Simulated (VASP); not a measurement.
Input of a VASP 6.6.1 run:

Contents of POSCAR:

```
Mn
1.0
    2.1653310627      0.0000000000      0.0000000000
    0.0000000000      2.1653310627      0.0000000000
    0.0000000000      0.0000000000      2.1653310627
Mn
1
Direct
    0.0000000000      0.0000000000      0.0000000000
```

INCAR.step1

```
SYSTEM = Mn
ALGO = Normal
EDIFF = 1E-4
ENCUT = 520
GGA = PE
ISMEAR = -1
LASPH = .True.
LCHARG = .False.
LREAL = .False.
LWAVE = .True.
NBANDS = 12
NELM = 60
PREC = Accurate
SIGMA = 0.1
```

The input INCAR.step2:

```
SYSTEM = Mn
ALGO = Normal
EDIFF = 1E-7
ENCUT = 520
ISIF = 2
ISMEAR = -1
ISTART = 1
LASPH = .True.
LCHARG = .False.
LMIXTAU = .True.
LREAL = .False.
LWAVE = .False.
METAGGA = R2SCAN
NBANDS = 12
NELM = 60
PREC = Accurate
SIGMA = 0.1
```

The input KPOINTS:

```
k-points
0
Gamma
  16 16 16
  0 0 0
```

Potentials or basis: VASP PAW PBE potentials, release 64 (Mn_pv).

The run is started by

```console
$ cat potpaw_PBE.64/Mn_pv/POTCAR > POTCAR
$ cp INCAR.step1 INCAR
$ mpirun -np 1 vasp_std > vasp.out
$ cp INCAR.step2 INCAR
$ mpirun -np 1 vasp_std > vasp.out
```

Problem. What does it give for the pressure?

Solution. 40.5 GPa.

Caveat: the PAW data sets were made with another functional, which shifts forces and pressure a little; the run has no spin polarisation, though such a crystal can be magnetic. Spin polarisation is off, so any magnetic state and its effect on volume and gap are missing.
